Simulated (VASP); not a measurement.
Wanted: the native input for a VASP 6.6.1 run.

```yaml
Task: single point
Functional: PBE
Potentials_or_basis: VASP PAW PBE potentials, release 64 (In_d, As)
Cutoff: 500 eV
k_mesh: 5 × 5 × 5
Occupations: fermi-dirac, width 0.06 eV
Spin: no spin polarisation
Dipole_correction: no
Further_INCAR_settings: ALGO = Normal; EDIFF = 1e-06; NBANDS = 16
```

The structure of InAs lies in POSCAR:

```
InAs
1.0
    0.0000000000      3.0180000000      3.0180000000
    3.0180000000      0.0000000000      3.0180000000
    3.0180000000      3.0180000000      0.0000000000
In As
1 1
Direct
    0.0000000000      0.0000000000      0.0000000000
    0.7500000000      0.7500000000      0.7500000000
```

The input as run:

INCAR

```
PREC     = Accurate       # precision mode
ENCUT    = 500            # plane-wave cutoff, eV
EDIFF    = 1E-6           # SCF threshold, eV
ISMEAR   = -1             # smearing method
SIGMA    = 0.06           # smearing width, eV
LREAL    = F              # projectors in reciprocal space
LASPH    = T              # aspherical terms in the spheres
NELM     = 120            # most SCF steps
ALGO     = Normal         # electronic algorithm
ISIF     = 2              # what is computed and relaxed
LWAVE    = F              # write WAVECAR
LCHARG   = T              # write CHGCAR
GGA      = PE             # functional
LELF     = T              # ELF
LVHAR    = T            
NBANDS   = 16             # bands
GGA_COMPAT= F
```

KPOINTS

```
regular mesh
0
Gamma
  5 5 5
```

Potentials or basis: VASP PAW PBE potentials, release 64 (In_d, As).

The run is started by

```bash
$ cat potpaw_PBE.64/In_d/POTCAR potpaw_PBE.64/As/POTCAR > POTCAR
$ mpirun -np 1 vasp_std > vasp.out
```

Results of the run:

```
Pressure               : 4.5 GPa
Band gap on the k mesh : zero (filled and empty bands touch)
```

Caveat: the k points lie up to 0.36 Å⁻¹ apart; spin-orbit coupling is left out, which moves the levels of the heavy elements.

Wall time 23 s on 1 thread of AMD EPYC 7R13, with other jobs on the host, peak memory 0.14 GiB.
